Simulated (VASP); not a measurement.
SiNi3: single point with PBE

The system is SiNi3.

```xyz
4
Lattice="3.5063 0.0000 0.0000 0.0000 3.5063 0.0000 0.0000 0.0000 3.5063" Properties=species:S:1:pos:R:3 pbc="T T T"
Si    0.0000    0.0000    0.0000
Ni    0.0000    1.9406    1.7531
Ni    1.7531    0.1875    1.7531
Ni    1.7531    1.9406    0.0000
```

This cell differs from its parent crystal: all Ni atoms moved +0.188 Å, as atom 2 along Cartesian [0 1 0].

- Program: VASP 6.6.1
- Task: single point
- Functional: PBE
- Potentials or basis: VASP PAW PBE potentials, release 64 (Si, Ni)
- Cutoff: 520 eV
- k mesh: 14 × 14 × 14
- Occupations: gaussian, width 0.15 eV
- Spin: no spin polarisation

| Quantity | Value |
| --- | --- |
| Pressure | 1.9 GPa |
| Largest force | 1.047 eV/Å |
| Band gap on the k mesh | zero (bands 17 and 18 overlap by 0.26 eV) |

Forces on the atoms (eV/Å):
```
Si   0.000  1.047  0.000
Ni   0.000 -0.559  0.000
Ni   0.000  0.072  0.000
Ni   0.000 -0.559  0.000
```

Stress tensor (GPa, compression positive):
```
1.66 0.00 0.00
0.00 2.29 0.00
0.00 0.00 1.66
```

Levels at points of the mesh, in eV from the Fermi level:
```csv
k point,band 15,band 16,band 17,band 18,band 19,band 20
"(0.00, 0.00, 0.00)",-0.56,-0.32,-0.01,0.02,0.02,4.70
"(0.50, 0.00, 0.00)",-1.18,-0.57,0.02,3.43,3.62,5.25
"(0.00, 0.50, 0.00)",-1.18,-0.61,-0.01,3.59,3.59,5.23
"(0.50, 0.50, 0.00)",-1.14,-1.06,-0.97,0.64,0.67,5.52
"(0.50, 0.00, 0.50)",-1.17,-1.01,-0.97,0.63,0.63,4.88
"(0.50, 0.50, 0.50)",-1.22,-0.43,-0.24,-0.24,-0.22,1.17
```

Run time: 2.4 min on 1 thread of Intel(R) Xeon(R) 6975P-C (Granite Rapids), on a shared host, peak memory 0.35 GiB.

Caveat: the cell differs from its parent crystal (all Ni atoms moved +0.188 Å, as atom 2 along Cartesian [0 1 0]); forces of over 1 eV/Å act on the atoms, so gaps and moduli don't describe the material at rest. Spin polarisation is off, so any magnetic state and its effect on volume and gap are missing.
